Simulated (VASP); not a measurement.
# W (Im-3m) in VASP: a series of runs

W is run at these levels: PBE; tasks: single point.

All numbers are computed with VASP 6.6.1; they aren't measurements. Logs are shortened: lines on timing, memory, paths and dates and some standing lists are left out, and cuts for length are marked.

## (1) The cell of the first run

The structure is cubic, space group Im-3m (No. 229). The conventional cell has a = 3.184 Å, b = 3.184 Å, c = 3.184 Å, α = 90.00°, β = 90.00°, γ = 90.00°. W (site symmetry m-3m) has 14 W at 2.76 to 3.18 Å within 3.6 Å.

## (2) Single point, PBE

The input, INCAR:

```
PREC = Accurate
ENCUT = 520
EDIFF = 1E-6
ISMEAR = 0
SIGMA = 0.1
LREAL = False
LASPH = True
NELM = 80
ALGO = Normal
ISIF = 2
LWAVE = False
LCHARG = True
GGA = PE
LELF = True
LVHAR = True
NBANDS = 13
```

The input, KPOINTS:

```
Automatic mesh
0
Gamma
  18 18 18
```

The input, POSCAR:

```
W
1.0
   -1.5918495852      1.5918495852      1.5918495852
    1.5918495852     -1.5918495852      1.5918495852
    1.5918495852      1.5918495852     -1.5918495852
W
1
Direct
    0.0000000000      0.0000000000      0.0000000000
```

Potentials or basis: VASP PAW PBE potentials, release 64 (W_sv).

The run is started by

```bash
$ cat potpaw_PBE.64/W_sv/POTCAR > POTCAR
$ mpirun -np 1 vasp_std > vasp.out
```

OUTCAR:

```text
PREC = Accurate
   ENCUT = 520
   EDIFF = 1E-6
   ISMEAR = 0
   LREAL = False
   LASPH = True
   NELM = 80
   ISIF = 2
   GGA = PE

 ion  position               nearest neighbor table
   1  0.000  0.000  0.000-

  LATTYP: Found a body centered cubic cell.
 ALAT       =     3.1836991704

  Lattice vectors:

 A1 = (  -1.5918495852,   1.5918495852,   1.5918495852)
 A2 = (   1.5918495852,  -1.5918495852,   1.5918495852)
 A3 = (   1.5918495852,   1.5918495852,  -1.5918495852)

Analysis of symmetry for initial positions (statically):
=====================================================================
 Subroutine PRICEL returns:
 Original cell was already a primitive cell.

 Routine SETGRP: Setting up the symmetry group for a
 body centered cubic supercell.

 Subroutine GETGRP returns: Found 48 space group operations
 (whereof 48 operations were pure point group operations)
 out of a pool of 48 trial point group operations.

The static configuration has the point symmetry O_h .

Analysis of symmetry for dynamics (positions and initial velocities):
=====================================================================
 Subroutine PRICEL returns:
 Original cell was already a primitive cell.

 Routine SETGRP: Setting up the symmetry group for a
 body centered cubic supercell.

 Subroutine GETGRP returns: Found 48 space group operations
 (whereof 48 operations were pure point group operations)
 out of a pool of 48 trial point group operations.

The dynamic configuration has the point symmetry O_h .

 Subroutine INISYM returns: Found 48 space group operations
 (whereof 48 operations are pure point group operations),
 and found     1 'primitive' translations

----------------------------------------------------------------------------------------

                                     Primitive cell

  volume of cell :      16.1349

  direct lattice vectors                    reciprocal lattice vectors
    -1.591849585  1.591849585  1.591849585     0.000000000  0.314100028  0.314100028
     1.591849585 -1.591849585  1.591849585     0.314100028  0.000000000  0.314100028
     1.591849585  1.591849585 -1.591849585     0.314100028  0.314100028  0.000000000

  length of vectors
     2.757164360  2.757164360  2.757164360     0.444204520  0.444204520  0.444204520

  position of ions in fractional coordinates (direct lattice)
     0.000000000  0.000000000  0.000000000

  ion indices of the primitive-cell ions
   primitive index   ion index
                 1           1

----------------------------------------------------------------------------------------

 KPOINTS: Automatic mesh

Automatic generation of k-mesh.
 Grid dimensions read from file:
 generate k-points for:   18   18   18

 Generating k-lattice:

  Cartesian coordinates                     Fractional coordinates (reciprocal lattice)
     0.000000000  0.017450002  0.017450002     0.055555556  0.000000000  0.000000000
     0.017450002  0.000000000  0.017450002     0.000000000  0.055555556  0.000000000
     0.017450002  0.017450002  0.000000000     0.000000000  0.000000000  0.055555556

  Length of vectors
     0.024678029  0.024678029  0.024678029

  Shift w.r.t. Gamma in fractional coordinates (k-lattice)
     0.000000000  0.000000000  0.000000000

 Subroutine IBZKPT returns following result:
 ===========================================

 Found    195 irreducible k-points:

 Following reciprocal coordinates:
            Coordinates               Weight
  0.000000  0.000000  0.000000      1.000000
  0.055556  0.000000  0.000000     12.000000
  0.111111  0.000000  0.000000     12.000000
  0.166667  0.000000  0.000000     12.000000
  0.222222  0.000000  0.000000     12.000000
  0.277778  0.000000  0.000000     12.000000
[... 16 lines left out ...]
  0.333333  0.111111  0.000000     48.000000
  0.388889  0.111111  0.000000     48.000000
 [... further k-points ...]
   k-points           NKPTS =    195   k-points in BZ     NKDIM =    195   number of bands    NBANDS=     13
   number of dos      NEDOS =    301   number of ions     NIONS =      1
   total plane-waves  NPLWV =  13824
   dimension x,y,z NGX =    24 NGY =   24 NGZ =   24
   dimension x,y,z NGXF=    48 NGYF=   48 NGZF=   48
   ions per type =               1
   NGX,Y,Z   is equivalent  to a cutoff of  14.47, 14.47, 14.47 a.u.
   NGXF,Y,Z  is equivalent  to a cutoff of  28.94, 28.94, 28.94 a.u.
 SYSTEM =  unknown system
   PREC   = accura    normal or accurate (medium, high low for compatibility)
   ISTART =      0    job   : 0-new  1-cont  2-samecut
   ICHARG =      2    charge: 1-file 2-atom 10-const
   ISPIN  =      1    spin polarized calculation?
   LNONCOLLINEAR =      F non collinear calculations
   LSORBIT =      F    spin-orbit coupling
   LASPH  =      T    aspherical Exc in radial PAW
   ENCUT  =  520.0 eV  38.22 Ry    6.18 a.u.   5.13  5.13  5.13*2*pi/ulx,y,z
   NELM   =     80;   NELMIN=  2; NELMDL= -5     # of ELM steps
   EDIFF  = 0.1E-05   stopping-criterion for ELM
   LREAL  =      F    real-space projection
   EDIFFG = 0.1E-04   stopping-criterion for IOM
   NSW    =      0    number of steps for IOM
   IBRION =     -1    ionic relax: 0-MD 1-quasi-New 2-CG
   NFREE  =      0    steps in history (QN), initial steepest desc. (CG)
   ISIF   =      2    stress and relaxation
   ISYM   =      2    0-nonsym 1-usesym 2-fastsym
   POTIM  = 0.5000    time-step for ionic-motion
   TEBEG  =    0.0;   TEEND  =   0.0 temperature during run
   PSTRESS=    0.0 pullay stress
   NELECT =      14.0000    total number of electrons
   NUPDOWN=      -1.0000    fix difference up-down
   EMIN   =  10.00;   EMAX   =-10.00  energy-range for DOS
[... 5 lines left out ...]
     AMIX     =   0.40;   BMIX     =  1.00
     AMIX_MAG =   1.60;   BMIX_MAG =  1.00
  volume/ion in A,a.u.               =      16.13       108.88
  Fermi-wavevector in a.u.,A,eV,Ry     =   1.561453  2.950718 33.172832  2.438134
  Thomas-Fermi vector in A             =   2.664516
   LORBIT       =      0    0 simple, 1 ext, 2 COOP (PROOUT), +10 PAW based schemes
   GGA     = PE    functional components
   LHFCALC =     F    Hartree Fock is set to
   AEXX    =    0.0000 exact exchange contribution
   IVDW    =     0    specifies the selected vdW correction
   LEPSILON=     F    determine dielectric tensor
   LRPA    =     F    only Hartree local field effects (RPA)
 non-spin polarized calculation
 Gauss-broadening in eV      SIGMA  =   0.10
  energy-cutoff  :      520.00
  volume of cell :       16.13
 maximum number of plane-waves:       466
 NGX is ok and might be reduce to    24
   NGX = 11   NGY = 11   NGZ = 11

 number of electron      14.0000002 magnetization

 Free energy of the ion-electron system (eV)
  ---------------------------------------------------
  ext. energy  EPLUGINS =         0.00000000
  ---------------------------------------------------
  free energy    TOTEN  =       -12.95114746 eV

  energy without entropy =      -12.94757486  energy(sigma->0) =      -12.94936116

 E-fermi :  11.1876     XC(G=0): -13.5401

 val. band max:       11.1834985088   @ k =  -0.2778   0.3333   0.2222
 cond. band min:      11.1997722304   @ k =   0.5000   0.5000   0.2222
 fundamental gap:      0.0162737216
 Fermi energy:        11.1876172418

 k-point     1 :       0.0000    0.0000    0.0000
  band No.  band energies     occupation
      1     -63.0131      2.00000
      2     -26.6009      2.00000
      3     -26.6009      2.00000
      4     -26.6009      2.00000
      5       1.6499      2.00000
      6       9.9917      2.00000
      7       9.9917      2.00000
      8       9.9917      2.00000
      9      13.4106      0.00000
     10      13.4106      0.00000
     11      25.6650      0.00000
     12      25.6650      0.00000
     13      25.6650      0.00000

 k-point     2 :       0.0556    0.0000    0.0000
  band No.  band energies     occupation
      1     -63.0094      2.00000
      2     -26.6405      2.00000
      3     -26.6134      2.00000
      4     -26.6011      2.00000
      5       1.7966      2.00000
      6       9.9024      2.00000
      7       9.9719      2.00000
      8      10.1327      2.00000
      9      13.2671      0.00000
     10      13.4115      0.00000
     11      25.7903      0.00000
     12      25.9148      0.00000
     13      26.0230      0.00000

 k-point     3 :       0.1111    0.0000    0.0000
  band No.  band energies     occupation
      1     -62.9987      2.00000
      2     -26.7532      2.00000
      3     -26.6488      2.00000
      4     -26.6016      2.00000
      5       2.2209      2.00000
      6       9.6557      2.00000
      7       9.8860      2.00000
      8      10.5513      2.00000
      9      12.9586      0.00000
     10      13.4212      0.00000
     11      26.1034      0.00000
     12      26.6417      0.00000
     13      26.9349      0.00000
[... 305 lines left out ...]
 k-point    23 :       0.3333    0.1111    0.0000
  band No.  band energies     occupation
      1     -62.8992      2.00000
      2     -27.6571      2.00000
      3     -26.9884      2.00000
      4     -26.6595      2.00000
      5       5.4476      2.00000
      6       7.9936      2.00000
      7       9.8632      2.00000
      8      13.0952      0.00000
      9      14.2493      0.00000
     10      16.4441      0.00000
     11      22.9934      0.00000
     12      24.4135      0.00000
     13      28.7478      0.00000

 k-point    24 :       0.3889    0.1111    0.0000
  band No.  band energies     occupation
      1     -62.8890      2.00000
      2     -27.7405      2.00000
      3     -27.0297      2.00000
      4     -26.6609      2.00000
      5       5.4551      2.00000
      6       7.8547      2.00000
      7      10.5752      2.00000
      8      13.1766      0.00000
      9      14.4708      0.00000
     10      17.4638      0.00000
     11      21.8631      0.00000
     12      23.6649      0.00000
     13      27.7461      0.00000

 [... further k-points ...]

------------------------ aborting loop because EDIFF is reached ----------------------------------------

  FORCE on cell =-STRESS in cart. coord.  units (eV):
  Direction    XX          YY          ZZ          XY          YZ          ZX
  --------------------------------------------------------------------------------------
  -------------------------------------------------------------------------------------
  Total        0.0444997      0.0444997      0.0444997      0.0000000     -0.0000000      0.0000000
  in kB        4.4187676      4.4187676      4.4187676      0.0000000     -0.0000000      0.0000000
  external PRESSURE =       4.4187676 kB  Pullay stress =       0.0000000 kB

 VOLUME and BASIS-vectors are now :
 -----------------------------------------------------------------------------
  energy-cutoff  :      520.00
  volume of cell :       16.13
      direct lattice vectors                 reciprocal lattice vectors
    -1.591849585  1.591849585  1.591849585     0.000000000  0.314100028  0.314100028
     1.591849585 -1.591849585  1.591849585     0.314100028  0.000000000  0.314100028
     1.591849585  1.591849585 -1.591849585     0.314100028  0.314100028  0.000000000

 POSITION                                       TOTAL-FORCE (eV/Angst)
 -----------------------------------------------------------------------------------
      0.00000      0.00000      0.00000        -0.000000      0.000000     -0.000000
 -----------------------------------------------------------------------------------
    total drift:                               -0.000000      0.000000      0.000000

  FREE ENERGIE OF THE ION-ELECTRON SYSTEM (eV)
  ---------------------------------------------------
  free  energy   TOTEN  =       -12.9511474642 eV

  energy  without entropy=      -12.9475748552  energy(sigma->0) =      -12.94936116
```

It took 46 s on 1 thread of AMD EPYC 7R43 (Zen 3), shared host; peak memory 0.13 GiB.

What came out:

```yaml
Free_energy: -12.9511 eV
Pressure: 0.4 GPa
Band_gap_on_the_k_mesh: zero (band 7 reaches 16.23 eV, above the bottom of band 8 at 9.99 eV)
```

Levels at points of the mesh, in eV from the Fermi level:
```csv
k point,band 4,band 5,band 6,band 7,band 8,band 9,band 10,band 11
"(0.00, 0.00, 0.00)",-37.79,-9.54,-1.20,-1.20,-1.20,2.22,2.22,14.48
"(0.50, 0.00, 0.00)",-37.79,-6.16,-3.48,0.62,2.11,3.06,6.00,10.80
"(0.50, 0.50, 0.50)",-38.64,-5.69,-5.69,5.04,5.04,5.04,8.11,8.11
```

Caveat: spin-orbit coupling is left out, which moves the levels of the heavy elements.

## (3) Single point, PBE

This run uses another cell than the first one, of 16.30 Å³/atom, 1.010 times its volume.

The input, INCAR:

```
ALGO = Normal
EDIFF = 1E-6
ENCUT = 500
GGA = PE
GGA_COMPAT = F
ISIF = 2
ISMEAR = 0
LASPH = T
LCHARG = T
LELF = T
LREAL = F
LVHAR = T
LWAVE = F
NBANDS = 13
NELM = 120
PREC = Accurate
SIGMA = 0.1
```

The input, KPOINTS:

```
k-points
0
Gamma
  8 8 8
```

The input, POSCAR:

```
W
1.0
   -1.5973000000      1.5973000000      1.5973000000
    1.5973000000     -1.5973000000      1.5973000000
    1.5973000000      1.5973000000     -1.5973000000
W
1
Direct
    0.0000000000      0.0000000000      0.0000000000
```

Potentials or basis: VASP PAW PBE potentials, release 64 (W_sv).

The run is started by

```bash
$ cat potpaw_PBE.64/W_sv/POTCAR > POTCAR
$ mpirun -np 1 vasp_std > vasp.out
```

Run time: 6.4 s. Hardware: 1 thread of Intel Xeon Platinum 8375C at 2.90GHz (Ice Lake), shared host; peak memory 0.13 GiB.

The run converged. Its results:

| Quantity | Value |
| --- | --- |
| Free energy | -12.9552 eV |
| Pressure | -2.3 GPa |
| Band gap on the k mesh | zero (band 7 reaches 16.01 eV, above the bottom of band 8 at 9.86 eV) |

Levels at points of the mesh, in eV from the Fermi level:
```csv
k point,band 5,band 6,band 7,band 8,band 9,band 10
"(0.00, 0.00, 0.00)",-9.28,-0.98,-0.98,-0.98,2.40,2.40
"(0.50, 0.00, 0.00)",-5.89,-3.23,0.79,2.28,3.22,6.11
"(0.50, 0.50, 0.50)",-5.41,-5.41,5.17,5.17,5.17,8.23
```

Caveat: spin-orbit coupling is left out, which moves the levels of the heavy elements.
